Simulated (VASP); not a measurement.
A run of VASP 6.6.1:

Contents of INCAR:

```
SYSTEM = Na2Ru
ALGO     = Normal         ! electronic algorithm
EDIFF    = 1E-6           ! SCF threshold, eV
EDIFFG   = -0.04          ! ionic threshold
ENCUT    = 600            ! plane-wave cutoff, eV
GGA      = PE             ! functional
IBRION   = 2              ! ionic algorithm
ISIF     = 3              ! what is computed and relaxed
ISMEAR   = 0              ! smearing method
LASPH    = .TRUE.         ! aspherical terms in the spheres
LCHARG   = .FALSE.        ! write CHGCAR
LREAL    = .FALSE.        ! projectors in reciprocal space
LWAVE    = .FALSE.        ! write WAVECAR
NELM     = 60             ! most SCF steps
NSW      = 90             ! ionic steps
PREC     = Accurate       ! precision mode
SIGMA    = 0.1            ! smearing width, eV
```

File KPOINTS:

```
k-points
0
G
  4 4 4
  0 0 0
```

POSCAR

```
Na2Ru
1.0
    4.0404059952      0.0000000000      0.0000000000
    0.0000000000      4.0404059952      0.0000000000
    0.0000000000      0.0000000000      6.1648579451
Na Ru
4 2
Direct
    0.0000000000      0.0000000000      0.0000000000
    0.5000000000      0.5000000000      0.0000000000
    0.0000000000      0.5000000000      0.2700000000
    0.5000000000      0.0000000000      0.7300000000
    0.0000000000      0.5000000000      0.7000000000
    0.5000000000      0.0000000000      0.3000000000
```

Potentials or basis: VASP PAW PBE potentials, release 64 (Na_pv, Ru_pv).

The run is started by

```sh
$ cat potpaw_PBE.64/Na_pv/POTCAR potpaw_PBE.64/Ru_pv/POTCAR > POTCAR
$ mpirun -np 1 vasp_std > vasp.out
```

Hardware: 1 thread of Intel(R) Xeon(R) 6975P-C (Granite Rapids), on a shared host.

**Question.** Estimate the wall time of this run.

**Answer.** Run time: 13 min on 1 thread of Intel(R) Xeon(R) 6975P-C (Granite Rapids) (shared host), peak memory 0.27 GiB. Counts: scf iterations 417, k points 18, ion steps 48.
